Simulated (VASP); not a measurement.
# BaSr (Cmmm) in VASP: notebook

The runs below take BaSr through single point, relaxation of cell and atoms, with LDA.

Program: VASP 6.6.1. These are calculated values, not measurements. Logs are shortened: lines on timing, memory, paths and dates and some standing lists are left out, and cuts for length are marked.

## Step 1: The cell of the first run

Symmetry: Cmmm, No. 65, orthorhombic system. The conventional cell has a = 4.664 Å, b = 6.599 Å, c = 6.595 Å, α = 90.00°, β = 90.00°, γ = 90.00°. Ba (site symmetry mmm) has 8 Sr at 4.04 to 4.66 Å and 6 Ba at 4.04 to 4.66 Å within 5.3 Å. Within 5.3 Å of Sr (site symmetry mmm) lie 8 Ba at 4.04 to 4.66 Å and 6 Sr at 4.04 to 4.66 Å.

## Step 2: Single point, LDA

Input file INCAR:

```
PREC = Accurate ; ENCUT = 520
EDIFF = 1E-6 ; ISMEAR = 0
SIGMA = 0.1 ; LREAL = False
LASPH = True ; NELM = 100
ALGO = Normal ; ISIF = 2
LWAVE = False ; LCHARG = False
GGA = CA ; NBANDS = 17
```

Input file KPOINTS:

```
regular mesh
0
Gamma
  10 10 6
```

Input file POSCAR:

```
BaSr
1.0
    2.3320874159     -3.2992998470      0.0000000000
    2.3320874159      3.2992998470      0.0000000000
    0.0000000000      0.0000000000      6.5947450301
Ba Sr
1 1
Direct
    0.0000000000      0.0000000000      0.0000000000
    0.5000000000      0.5000000000      0.5000000000
```

Potentials or basis: VASP PAW LDA potentials, release 64 (Ba_sv, Sr_sv).

Launch:

```console
$ cat potpaw_LDA.64/Ba_sv/POTCAR potpaw_LDA.64/Sr_sv/POTCAR > POTCAR
$ mpirun -np 1 vasp_std > vasp.out
```

OUTCAR:

```text
PREC = Accurate
   ENCUT = 520
   EDIFF = 1E-6
   ISMEAR = 0
   LREAL = False
   LASPH = True
   NELM = 100
   ISIF = 2
   GGA = CA

 ion  position               nearest neighbor table
   1  0.000  0.000  0.000-   2 4.04   2 4.04   2 4.04   2 4.04   2 4.66   2 4.66   2 4.66   2 4.66

   2  0.500  0.500  0.500-   1 4.04   1 4.04   1 4.04   1 4.04   1 4.66   1 4.66   1 4.66   1 4.66

  LATTYP: Found a base centered orthorhombic cell.
 ALAT       =     4.6641748318
 B/A-ratio  =     1.4147410704
 C/A-ratio  =     1.4139146297

  Lattice vectors:

 A1 = (   2.3320874159,  -3.2992998470,   0.0000000000)
 A2 = (   2.3320874159,   3.2992998470,   0.0000000000)
 A3 = (   0.0000000000,   0.0000000000,   6.5947450301)

Analysis of symmetry for initial positions (statically):
=====================================================================
 Subroutine PRICEL returns:
 Original cell was already a primitive cell.

 Routine SETGRP: Setting up the symmetry group for a
 base centered orthorhombic supercell.

 Subroutine GETGRP returns: Found  8 space group operations
 (whereof  8 operations were pure point group operations)
 out of a pool of  8 trial point group operations.

The static configuration has the point symmetry D_2h.

Analysis of symmetry for dynamics (positions and initial velocities):
=====================================================================
 Subroutine PRICEL returns:
 Original cell was already a primitive cell.

 Routine SETGRP: Setting up the symmetry group for a
 base centered orthorhombic supercell.

 Subroutine GETGRP returns: Found  8 space group operations
 (whereof  8 operations were pure point group operations)
 out of a pool of  8 trial point group operations.

The dynamic configuration has the point symmetry D_2h.

 Subroutine INISYM returns: Found  8 space group operations
 (whereof  8 operations are pure point group operations),
 and found     1 'primitive' translations

----------------------------------------------------------------------------------------

                                     Primitive cell

  volume of cell :     101.4833

  direct lattice vectors                    reciprocal lattice vectors
     2.332087416 -3.299299847  0.000000000     0.214400196 -0.151547305  0.000000000
     2.332087416  3.299299847  0.000000000     0.214400196  0.151547305  0.000000000
     0.000000000  0.000000000  6.594745030     0.000000000  0.000000000  0.151635885

  length of vectors
     4.040298404  4.040298404  6.594745030     0.262552909  0.262552909  0.151635885

  position of ions in fractional coordinates (direct lattice)
     0.000000000  0.000000000  0.000000000
     0.500000000  0.500000000  0.500000000

  ion indices of the primitive-cell ions
   primitive index   ion index
                 1           1
                 2           2

----------------------------------------------------------------------------------------

 KPOINTS: regular mesh

Automatic generation of k-mesh.
 Grid dimensions read from file:
 generate k-points for:   10   10    6

 Generating k-lattice:

  Cartesian coordinates                     Fractional coordinates (reciprocal lattice)
     0.021440020 -0.015154730  0.000000000     0.100000000  0.000000000  0.000000000
     0.021440020  0.015154730  0.000000000     0.000000000  0.100000000  0.000000000
     0.000000000  0.000000000  0.025272648     0.000000000  0.000000000  0.166666667

  Length of vectors
     0.026255291  0.026255291  0.025272648

  Shift w.r.t. Gamma in fractional coordinates (k-lattice)
     0.000000000  0.000000000  0.000000000

 Subroutine IBZKPT returns following result:
 ===========================================

 Found    124 irreducible k-points:

 Following reciprocal coordinates:
            Coordinates               Weight
  0.000000  0.000000  0.000000      1.000000
  0.100000  0.000000  0.000000      4.000000
  0.200000  0.000000  0.000000      4.000000
  0.300000  0.000000  0.000000      4.000000
  0.400000  0.000000  0.000000      4.000000
  0.500000  0.000000  0.000000      2.000000
[... 16 lines left out ...]
  0.300000  0.300000  0.000000      2.000000
  0.400000  0.300000  0.000000      4.000000
 [... further k-points ...]
   k-points           NKPTS =    124   k-points in BZ     NKDIM =    124   number of bands    NBANDS=     17
   number of dos      NEDOS =    301   number of ions     NIONS =      2
   total plane-waves  NPLWV =  45000
   dimension x,y,z NGX =    30 NGY =   30 NGZ =   50
   dimension x,y,z NGXF=    60 NGYF=   60 NGZF=  100
   ions per type =               1   1
   NGX,Y,Z   is equivalent  to a cutoff of  12.34, 12.34, 12.60 a.u.
   NGXF,Y,Z  is equivalent  to a cutoff of  24.69, 24.69, 25.21 a.u.
 SYSTEM =  unknown system
   PREC   = accura    normal or accurate (medium, high low for compatibility)
   ISTART =      0    job   : 0-new  1-cont  2-samecut
   ICHARG =      2    charge: 1-file 2-atom 10-const
   ISPIN  =      1    spin polarized calculation?
   LNONCOLLINEAR =      F non collinear calculations
   LSORBIT =      F    spin-orbit coupling
   LASPH  =      T    aspherical Exc in radial PAW
   ENCUT  =  520.0 eV  38.22 Ry    6.18 a.u.   7.51  7.51 12.26*2*pi/ulx,y,z
   NELM   =    100;   NELMIN=  2; NELMDL= -5     # of ELM steps
   EDIFF  = 0.1E-05   stopping-criterion for ELM
   LREAL  =      F    real-space projection
[... 7 lines left out ...]
   TEBEG  =    0.0;   TEEND  =   0.0 temperature during run
   PSTRESS=    0.0 pullay stress
   NELECT =      20.0000    total number of electrons
   NUPDOWN=      -1.0000    fix difference up-down
   EMIN   =  10.00;   EMAX   =-10.00  energy-range for DOS
   EFERMI =   0.00;   METHOD = LEGACY
   ISMEAR =     0;   SIGMA  =   0.10  broadening in eV -4-tet -1-fermi 0-gaus
   EFERMI_NEDOS =   21; number of points for ismear=-14 and -15
   IALGO  =     38    algorithm
   IMIX   =      4    mixing-type and parameters
     AMIX     =   0.40;   BMIX     =  1.00
     AMIX_MAG =   1.60;   BMIX_MAG =  1.00
  volume/ion in A,a.u.               =      50.74       342.42
  Fermi-wavevector in a.u.,A,eV,Ry     =   0.952694  1.800330 12.348992  0.907625
  Thomas-Fermi vector in A             =   2.081280
   LORBIT       =      0    0 simple, 1 ext, 2 COOP (PROOUT), +10 PAW based schemes
   GGA     = CA    functional components
   LHFCALC =     F    Hartree Fock is set to
   AEXX    =    0.0000 exact exchange contribution
   IVDW    =     0    specifies the selected vdW correction
   LEPSILON=     F    determine dielectric tensor
   LRPA    =     F    only Hartree local field effects (RPA)
 non-spin polarized calculation
 Gauss-broadening in eV      SIGMA  =   0.10
  energy-cutoff  :      520.00
  volume of cell :      101.48
 maximum number of plane-waves:      2761
   NGX = 15   NGY = 15   NGZ = 25

 number of electron      19.9999999 magnetization

 Free energy of the ion-electron system (eV)
  ---------------------------------------------------
  ext. energy  EPLUGINS =         0.00000000
  ---------------------------------------------------
  free energy    TOTEN  =        -4.16033168 eV

  energy without entropy =       -4.15131333  energy(sigma->0) =       -4.15582250

 E-fermi :   1.9161     XC(G=0):  -8.0848

 val. band max:        1.8968794133   @ k =  -0.4000   0.4000   0.3333
 cond. band min:       1.9169023362   @ k =  -0.3000   0.3000   0.1667
 fundamental gap:      0.0200229229
 Fermi energy:         1.9161300631

 k-point     1 :       0.0000    0.0000    0.0000
  band No.  band energies     occupation
      1     -34.2438      2.00000
      2     -26.5830      2.00000
      3     -16.3799      2.00000
      4     -16.2742      2.00000
      5     -16.2097      2.00000
      6     -11.8458      2.00000
[... 9 lines left out ...]
     16       5.6666      0.00000
     17       5.7546      0.00000

 k-point     2 :       0.1000    0.0000    0.0000
  band No.  band energies     occupation
      1     -34.2426      2.00000
      2     -26.5778      2.00000
      3     -16.3769      2.00000
      4     -16.2845      2.00000
      5     -16.2193      2.00000
      6     -11.8392      2.00000
[... 9 lines left out ...]
     16       5.5286      0.00000
     17       5.5472      0.00000

 k-point     3 :       0.2000    0.0000    0.0000
  band No.  band energies     occupation
      1     -34.2398      2.00000
      2     -26.5641      2.00000
      3     -16.3690      2.00000
      4     -16.3219      2.00000
      5     -16.2335      2.00000
      6     -11.8216      2.00000
[... 9 lines left out ...]
     16       5.2276      0.00000
     17       5.5443      0.00000

 k-point     4 :       0.3000    0.0000    0.0000
  band No.  band energies     occupation
      1     -34.2362      2.00000
      2     -26.5471      2.00000
      3     -16.3774      2.00000
      4     -16.3591      2.00000
      5     -16.2410      2.00000
      6     -11.9388      2.00000
[... 9 lines left out ...]
     16       5.5724      0.00000
     17       5.9287      0.00000
[... 343 lines left out ...]
      1     -34.2367      2.00000
      2     -26.5508      2.00000
      3     -16.3644      2.00000
      4     -16.3077      2.00000
      5     -16.2918      2.00000
      6     -11.7982      2.00000
[... 9 lines left out ...]
     16       4.9825      0.00000
     17       5.3821      0.00000

 k-point    23 :       0.3000    0.3000    0.0000
  band No.  band energies     occupation
      1     -34.2292      2.00000
      2     -26.5143      2.00000
      3     -16.3772      2.00000
      4     -16.3593      2.00000
      5     -16.3422      2.00000
      6     -11.9178      2.00000
[... 9 lines left out ...]
     16       5.3536      0.00000
     17       5.9082      0.00000

 k-point    24 :       0.4000    0.3000    0.0000
  band No.  band energies     occupation
      1     -34.2270      2.00000
      2     -26.5045      2.00000
      3     -16.4079      2.00000
      4     -16.3592      2.00000
      5     -16.3389      2.00000
      6     -12.0518      2.00000
[... 9 lines left out ...]
     16       5.4213      0.00000
     17       6.1805      0.00000

 [... further k-points ...]

------------------------ aborting loop because EDIFF is reached ----------------------------------------

  FORCE on cell =-STRESS in cart. coord.  units (eV):
  Direction    XX          YY          ZZ          XY          YZ          ZX
  --------------------------------------------------------------------------------------
  -------------------------------------------------------------------------------------
  Total        0.0259531      0.0267942      0.0240350      0.0000000      0.0000000      0.0000000
  in kB        0.4097376      0.4230164      0.3794553      0.0000000      0.0000000      0.0000000
  external PRESSURE =       0.4040698 kB  Pullay stress =       0.0000000 kB

 VOLUME and BASIS-vectors are now :
 -----------------------------------------------------------------------------
  energy-cutoff  :      520.00
  volume of cell :      101.48
      direct lattice vectors                 reciprocal lattice vectors
     2.332087416 -3.299299847  0.000000000     0.214400196 -0.151547305  0.000000000
     2.332087416  3.299299847  0.000000000     0.214400196  0.151547305  0.000000000
     0.000000000  0.000000000  6.594745030     0.000000000  0.000000000  0.151635885

 POSITION                                       TOTAL-FORCE (eV/Angst)
 -----------------------------------------------------------------------------------
      0.00000      0.00000      0.00000         0.000000     -0.000000      0.000000
      2.33209      0.00000      3.29737        -0.000000      0.000000      0.000000
 -----------------------------------------------------------------------------------
    total drift:                               -0.000000      0.000000      0.000000

  FREE ENERGIE OF THE ION-ELECTRON SYSTEM (eV)
  ---------------------------------------------------
  free  energy   TOTEN  =        -4.1603316796 eV

  energy  without entropy=       -4.1513133260  energy(sigma->0) =       -4.15582250
```

It took 64 s on 1 thread of Intel Xeon 6975P-C (Granite Rapids), shared host; peak memory 0.35 GiB.

What came out:

```yaml
Free_energy: -4.1603 eV
Pressure: 0.0 GPa
Band_gap_on_the_k_mesh: zero (bands 10 and 11 overlap by 0.93 eV)
```

Levels at points of the mesh, in eV from the Fermi level:
```csv
k point,band 8,band 9,band 10,band 11,band 12,band 13
"(0.00, 0.00, 0.00)",-13.34,-3.32,-1.00,0.83,1.26,2.22
"(0.50, 0.00, 0.00)",-13.42,-0.71,-0.51,0.15,0.59,1.02
"(0.50, 0.50, 0.00)",-13.62,-1.11,-0.55,-0.49,0.89,1.11
"(0.00, 0.00, 0.50)",-13.34,-2.31,-1.92,1.08,1.16,1.68
"(0.50, 0.00, 0.50)",-13.42,-1.31,-0.80,0.76,0.84,1.06
"(0.50, 0.50, 0.50)",-13.64,-0.53,-0.27,0.07,0.68,1.84
```

Caveat: spin-orbit coupling is left out, which moves the levels of the heavy elements.

## Step 3: Relaxation of cell and atoms, LDA

This run uses another cell than the first one, of 60.17 Å³/atom.

Input file INCAR:

```
  PREC = Accurate
  ENCUT = 600
  EDIFF = 1E-7
  ISMEAR = 0
  SIGMA = 0.1
  LREAL = False
  LASPH = True
  NELM = 100
  ALGO = Normal
  ISIF = 3
  LWAVE = False
  LCHARG = False
  GGA = CA
  IBRION = 2
  NSW = 100
  EDIFFG = -0.005
```

Input file KPOINTS:

```
Automatic mesh
0
Gamma
  10 10 6
```

Input file POSCAR:

```
BaSr
1.0
    2.5086023700     -3.4657214600      0.0000000000
    2.5086023700      3.4657214600      0.0000000000
    0.0000000000      0.0000000000      6.9208264000
Ba Sr
1 1
Direct
    0.0000000000      0.0000000000      0.0000000000
    0.5000000000      0.5000000000      0.5000000000
```

Potentials or basis: VASP PAW LDA potentials, release 64 (Ba_sv, Sr_sv).

Launch:

```console
$ cat potpaw_LDA.64/Ba_sv/POTCAR potpaw_LDA.64/Sr_sv/POTCAR > POTCAR
$ mpirun -np 1 vasp_std > vasp.out
```

OUTCAR:

```text
PREC = Accurate
   ENCUT = 600
   EDIFF = 1E-7
   ISMEAR = 0
   LREAL = False
   LASPH = True
   NELM = 100
   ISIF = 3
   GGA = CA
   IBRION = 2
   NSW = 100
   EDIFFG = -0.005

 ion  position               nearest neighbor table
   1  0.000  0.000  0.000-   2 4.27   2 4.27   2 4.27   2 4.27   2 4.90   2 4.90   2 4.90   2 4.90

   2  0.500  0.500  0.500-   1 4.27   1 4.27   1 4.27   1 4.27   1 4.90   1 4.90   1 4.90   1 4.90

  LATTYP: Found a base centered orthorhombic cell.
 ALAT       =     5.0172047400
 B/A-ratio  =     1.3815347946
 C/A-ratio  =     1.3794187717

  Lattice vectors:

 A1 = (   2.5086023700,  -3.4657214600,   0.0000000000)
 A2 = (   2.5086023700,   3.4657214600,   0.0000000000)
 A3 = (   0.0000000000,   0.0000000000,   6.9208264000)

Analysis of symmetry for initial positions (statically):
=====================================================================
 Subroutine PRICEL returns:
 Original cell was already a primitive cell.

 Routine SETGRP: Setting up the symmetry group for a
 base centered orthorhombic supercell.

 Subroutine GETGRP returns: Found  8 space group operations
 (whereof  8 operations were pure point group operations)
 out of a pool of  8 trial point group operations.

The static configuration has the point symmetry D_2h.

Analysis of symmetry for dynamics (positions and initial velocities):
[... 346 lines left out ...]
  ---------------------------------------------------
  ext. energy  EPLUGINS =         0.00000000
  ---------------------------------------------------
  free energy    TOTEN  =        -4.16073312 eV

  energy without entropy =       -4.15171217  energy(sigma->0) =       -4.15622265

 E-fermi :   1.9026     XC(G=0):  -8.0718

 val. band max:        1.8865453919   @ k =  -0.4000   0.4000   0.3333
 cond. band min:       1.9062893474   @ k =  -0.3000   0.3000   0.1667
 fundamental gap:      0.0197439555
 Fermi energy:         1.9025865524

 k-point     1 :       0.0000    0.0000    0.0000
  band No.  band energies     occupation
      1     -34.2658      2.00000
      2     -26.6028      2.00000
      3     -16.4008      2.00000
      4     -16.2969      2.00000
      5     -16.2329      2.00000
      6     -11.8649      2.00000
      7     -11.5654      2.00000
      8     -11.4465      2.00000
      9      -1.4169      2.00000
     10       0.9064      2.00000
     11       2.7314      0.00000
     12       3.1562      0.00000
     13       4.1089      0.00000
     14       4.1710      0.00000
[... 377 lines left out ...]
      1     -34.2494      2.00000
      2     -26.5257      2.00000
      3     -16.4282      2.00000
      4     -16.3804      2.00000
      5     -16.3606      2.00000
      6     -12.0678      2.00000
      7     -11.8825      2.00000
      8     -11.7551      2.00000
      9       1.5818      1.99999
     10       1.7151      1.99197
     11       1.9096      0.92140
     12       2.4836      0.00000
     13       2.6449      0.00000
     14       4.4981      0.00000

 [... further k-points ...]

------------------------ aborting loop because EDIFF is reached ----------------------------------------

  FORCE on cell =-STRESS in cart. coord.  units (eV):
  Direction    XX          YY          ZZ          XY          YZ          ZX
  --------------------------------------------------------------------------------------
  -------------------------------------------------------------------------------------
  Total       -0.0023965     -0.0042521      0.0024425      0.0000000      0.0000000      0.0000000
  in kB       -0.0376905     -0.0668731      0.0384129      0.0000000      0.0000000      0.0000000
  external PRESSURE =      -0.0220503 kB  Pullay stress =       0.0000000 kB
[... 17 lines left out ...]
  FREE ENERGIE OF THE ION-ELECTRON SYSTEM (eV)
  ---------------------------------------------------
  free  energy   TOTEN  =        -4.1607331227 eV

  energy  without entropy=       -4.1517121683  energy(sigma->0) =       -4.15622265

 reached required accuracy - stopping structural energy minimisation
```

It took 12 min on 1 thread of Intel Xeon 6975P-C (Granite Rapids), shared host; peak memory 0.45 GiB.

Results:

* Free energy: -4.1607 eV
* Relaxed volume: 50.94 Å³/atom
* Relaxed cell: a = 4.046 Å, b = 4.046 Å, c = 6.599 Å, α = 90.00°, β = 90.00°, γ = 109.45°
* Space group after relaxing (to 0.1 Å): Cmmm (No. 65)
* Energy gained by relaxing: 50.4 meV/atom
* Ionic steps: 12
* Pressure after relaxing: 0.0 GPa
* Band gap on the k mesh: zero (bands 10 and 11 overlap by 0.92 eV)

Step by step:
```csv
step,energy change (eV),largest force (eV/Å),pressure (GPa),volume (Å³)
1,0.0000,0.0000,-1.55,120.34
2,-0.0758,0.0000,-0.86,110.48
3,-0.0996,0.0000,-0.14,103.12
4,-0.1002,0.0000,0.01,101.83
5,-0.1001,0.0000,-0.03,102.18
6,-0.1003,0.0000,-0.03,102.17
7,-0.1006,0.0000,-0.03,102.13
8,-0.1007,0.0000,-0.02,102.05
9,-0.1007,0.0000,-0.03,102.07
10,-0.1008,0.0000,0.02,101.69
11,-0.1008,0.0000,0.01,101.78
12,-0.1008,0.0000,0.00,101.87
```

Final structure:
```
CELL_PARAMETERS angstrom
2.33678 -3.30330 0.00000
2.33678 3.30330 0.00000
0.00000 0.00000 6.59885
ATOMIC_POSITIONS crystal
Ba 0.00000 0.00000 0.00000
Sr 0.50000 0.50000 0.50000
```

Caveat: the volume moved by over 15 % at a fixed basis, so the end points are rough; spin-orbit coupling is left out, which moves the levels of the heavy elements.

The gap in the log of VASP goes by the Fermi energy; the results here count the filled bands.